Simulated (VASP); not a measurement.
# MgO (Pm-3n) in VASP: notebook, part 2 of 2

VASP 6.6.1.

## Step 4: Relaxation of cell and atoms, LDA

This run uses another cell than the first one, of 14.96 Å³/atom.

INCAR reads:

```
PREC = Accurate ; ENCUT = 600
EDIFF = 1E-6 ; ISMEAR = 0
SIGMA = 0.02 ; LREAL = F
LASPH = T ; NELM = 100
ALGO = Normal ; ISIF = 3
LWAVE = F ; LCHARG = F
IBRION = 2 ; NSW = 100
EDIFFG = -0.005
```

KPOINTS reads:

```
Automatic mesh
0
Gamma
  4 4 4
```

POSCAR reads:

```
MgO
1.0
    5.6405780000      0.0000000000      0.0000000000
    0.0000000000      5.6405780000      0.0000000000
    0.0000000000      0.0000000000      5.6405780000
Mg O
6 6
Direct
    0.2500000000      0.0000000000      0.5000000000
    0.0000000000      0.5000000000      0.2500000000
    0.5000000000      0.7500000000      0.0000000000
    0.7500000000      0.0000000000      0.5000000000
    0.0000000000      0.5000000000      0.7500000000
    0.5000000000      0.2500000000      0.0000000000
    0.2500000000      0.5000000000      0.0000000000
    0.5000000000      0.0000000000      0.2500000000
    0.0000000000      0.7500000000      0.5000000000
    0.7500000000      0.5000000000      0.0000000000
    0.5000000000      0.0000000000      0.7500000000
    0.0000000000      0.2500000000      0.5000000000
```

Potentials or basis: VASP PAW LDA potentials, release 64 (Mg, O).

On the command line:

```sh
$ cat potpaw_LDA.64/Mg/POTCAR potpaw_LDA.64/O/POTCAR > POTCAR
$ mpirun -np 1 vasp_std > vasp.out
```

OUTCAR:

```text
PREC = Accurate
   ENCUT = 600
   EDIFF = 1E-6
   ISMEAR = 0
   LREAL = F
   LASPH = T
   NELM = 100
   ISIF = 3
   IBRION = 2
   NSW = 100
   EDIFFG = -0.005

 ion  position               nearest neighbor table
   1  0.250  0.000  0.500-   8 1.99   9 1.99  11 1.99  12 1.99   4 2.82   4 2.82   2 3.45   5 3.45
                             6 3.45   3 3.45   6 3.45   2 3.45   5 3.45   3 3.45
   2  0.000  0.500  0.250-   7 1.99   9 1.99  10 1.99  12 1.99   5 2.82   5 2.82   4 3.45   1 3.45
                             6 3.45   3 3.45   1 3.45   4 3.45   3 3.45   6 3.45
   3  0.500  0.750  0.000-   7 1.99   8 1.99  10 1.99  11 1.99   6 2.82   6 2.82   4 3.45   5 3.45
                             1 3.45   1 3.45   4 3.45   2 3.45   2 3.45   5 3.45
   4  0.750  0.000  0.500-   8 1.99   9 1.99  11 1.99  12 1.99   1 2.82   1 2.82   3 3.45   5 3.45
                             6 3.45   3 3.45   6 3.45   2 3.45   5 3.45   2 3.45
   5  0.000  0.500  0.750-   7 1.99   9 1.99  10 1.99  12 1.99   2 2.82   2 2.82   3 3.45   4 3.45
                             6 3.45   1 3.45   1 3.45   4 3.45   3 3.45   6 3.45
   6  0.500  0.250  0.000-   7 1.99   8 1.99  10 1.99  11 1.99   3 2.82   3 2.82   1 3.45   4 3.45
                             5 3.45   1 3.45   4 3.45   2 3.45   2 3.45   5 3.45
[... 260 lines left out ...]
      5     -15.0733      2.00000
      6     -15.0733      2.00000
[... 374 lines left out ...]
--------------------------------------- Ionic step        3  -------------------------------------------

 number of electron      47.9999972 magnetization

 Free energy of the ion-electron system (eV)
  ---------------------------------------------------
  ext. energy  EPLUGINS =         0.00000000
  ---------------------------------------------------
  free energy    TOTEN  =       -77.46935036 eV

  energy without entropy =      -77.46935036  energy(sigma->0) =      -77.46935036

 E-fermi :  -0.0240     XC(G=0):  -9.2273

 val. band max:       -0.1827521526   @ k =   0.2500   0.2500   0.0000
 cond. band min:       2.6988177598   @ k =   0.0000   0.0000   0.0000
 fundamental gap:      2.8815699124
 Fermi energy:        -0.0240404799

 k-point     1 :       0.0000    0.0000    0.0000
  band No.  band energies     occupation
      1     -16.1538      2.00000
      2     -15.6405      2.00000
      3     -15.6405      2.00000
      4     -15.1448      2.00000
      5     -15.1448      2.00000
      6     -15.1448      2.00000
[... 368 lines left out ...]
  FREE ENERGIE OF THE ION-ELECTRON SYSTEM (eV)
  ---------------------------------------------------
  free  energy   TOTEN  =       -77.4693503615 eV

  energy  without entropy=      -77.4693503615  energy(sigma->0) =      -77.46935036

 reached required accuracy - stopping structural energy minimisation
```

OSZICAR:

```text
N       E                     dE             d eps       ncg     rms          rms(c)
DAV:   1     0.313823627704E+03    0.31382E+03   -0.23984E+04   620   0.151E+03
DAV:   2    -0.572755226494E+02   -0.37110E+03   -0.35616E+03   861   0.293E+02
DAV:   3    -0.919494407900E+02   -0.34674E+02   -0.34507E+02   732   0.100E+02
[... 24 lines left out ...]
DAV:   3    -0.774701739965E+02    0.39853E-02   -0.20561E-02   627   0.915E-01    0.174E-01
DAV:   4    -0.774693891563E+02    0.78484E-03   -0.11330E-03   676   0.199E-01    0.502E-02
DAV:   5    -0.774693540249E+02    0.35131E-04   -0.37780E-04   690   0.997E-02    0.173E-02
DAV:   6    -0.774693503621E+02    0.36628E-05   -0.23394E-05   627   0.270E-02    0.204E-03
DAV:   7    -0.774693503615E+02    0.61573E-09   -0.31310E-07   394   0.313E-03
   3 F= -.77469350E+02 E0= -.77469350E+02  d E =-.279131E+00
```

Run time: 3.1 min. Hardware: 1 thread of Intel Xeon 8259CL, shared host; peak memory 0.29 GiB.

Results:

```
Free energy                           : -77.4694 eV
Relaxed volume                        : 13.91 Å³/atom
Relaxed cell                          : a = 5.506 Å, b = 5.506 Å, c = 5.506 Å, α = 90.00°, β = 90.00°, γ = 90.00°
Space group after relaxing (to 0.1 Å) : Pm-3n (No. 223)
Energy gained by relaxing             : 23.3 meV/atom
Ionic steps                           : 3
Pressure after relaxing               : 0.0 GPa
Band gap on the k mesh                : 2.88 eV
```

The path:
| step | energy change (eV) | largest force (eV/Å) | pressure (GPa) | volume (Å³) |
| --- | --- | --- | --- | --- |
| 1 | 0.0000 | 0.0000 | -6.74 | 179.46 |
| 2 | -0.2553 | 0.0000 | 2.31 | 163.61 |
| 3 | -0.2791 | 0.0000 | 0.00 | 166.96 |

Final structure:
```
Mg O
1.0
     5.50646    0.00000    0.00000
     0.00000    5.50646    0.00000
     0.00000    0.00000    5.50646
Mg O
6 6
Direct
  0.25000 0.00000 0.50000
  0.00000 0.50000 0.25000
  0.50000 0.75000 0.00000
  0.75000 0.00000 0.50000
  0.00000 0.50000 0.75000
  0.50000 0.25000 0.00000
  0.25000 0.50000 0.00000
  0.50000 0.00000 0.25000
  0.00000 0.75000 0.50000
  0.75000 0.50000 0.00000
  0.50000 0.00000 0.75000
  0.00000 0.25000 0.50000
```

## Step 5: Overview

| task | cell | cutoff (eV) | smearing | gap on the mesh (eV) | pressure (GPa) |
| --- | --- | --- | --- | --- | --- |
| single point | a = 5.523 Å, 12 atoms | 520 | gaussian 0.02 eV | 2.86 | -0.8 |
| single point | a = 5.523 Å, 12 atoms | 520 | gaussian 0.05 eV | 2.86 | -0.8 |
| relaxation of cell and atoms | relaxed from a = 5.641 Å, 12 atoms | 600 | gaussian 0.02 eV | 2.88 | 0.0 |

Alike in all rows: level LDA; potentials or basis VASP PAW LDA potentials, release 64 (Mg, O); no spin polarisation; k mesh 4 × 4 × 4.

Total energies depend on the potentials used, so only differences within one code and one set of settings carry meaning.
